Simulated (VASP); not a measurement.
Crystal: PtSe2 (Sudovikovite).

```
Pt Se
1.0
     3.72400    0.00000    0.00000
    -1.86200    3.22508    0.00000
     0.00000    0.00000    5.06200
Pt Se
1 2
Direct
  0.00000 0.00000 0.00000
  0.33333 0.66667 0.25000
  0.66667 0.33333 0.75000
```

* Program: VASP 6.6.1
* Task: relaxation of cell and atoms
* Functional: PBE
* Dispersion: D4
* Potentials or basis: VASP PAW PBE potentials, release 64 (Pt, Se)
* Cutoff: 600 eV
* k mesh: 10 × 10 × 7
* Occupations: fermi-dirac, width 0.1 eV
* Spin: no spin polarisation

At the start: pressure 3.6 GPa; volume 20.27 Å³/atom.

Where does the relaxation end?

Over 12 steps the energy falls by 17.5 meV/atom and the volume is 19.79 Å³/atom (-2.3 %); space group P-3m1 (No. 164, to 0.05 Å).

Step by step:
```tsv
step	energy change (eV)	largest force (eV/Å)	pressure (GPa)	volume (Å³)
1	0.0000	0.6152	3.63	60.80
2	0.0345	0.4110	-6.02	64.92
3	-0.0253	0.1762	-0.57	62.36
4	-0.0253	0.1841	-0.50	62.33
5	-0.0306	0.1609	-0.43	61.96
6	-0.0432	0.0872	-0.17	60.84
7	-0.0482	0.1005	0.79	58.63
8	-0.0503	0.0122	0.39	59.50
9	-0.0487	0.1652	-1.56	59.95
10	-0.0515	0.0745	-0.40	59.68
11	-0.0522	0.0365	0.20	59.19
12	-0.0526	0.0066	-0.04	59.38
```

Final structure:
```xyz
3
Lattice="3.7740 0.0000 0.0000 -1.8870 3.2684 0.0000 0.0000 0.0000 4.8143" Properties=species:S:1:pos:R:3 pbc="T T T"
Pt    0.0000    0.0000    0.0000
Se    0.0000    2.1789    1.2810
Se    1.8870    1.0895    3.5333
```

Caveat: pairwise dispersion overbinds metals, which lowers pressure and volume.
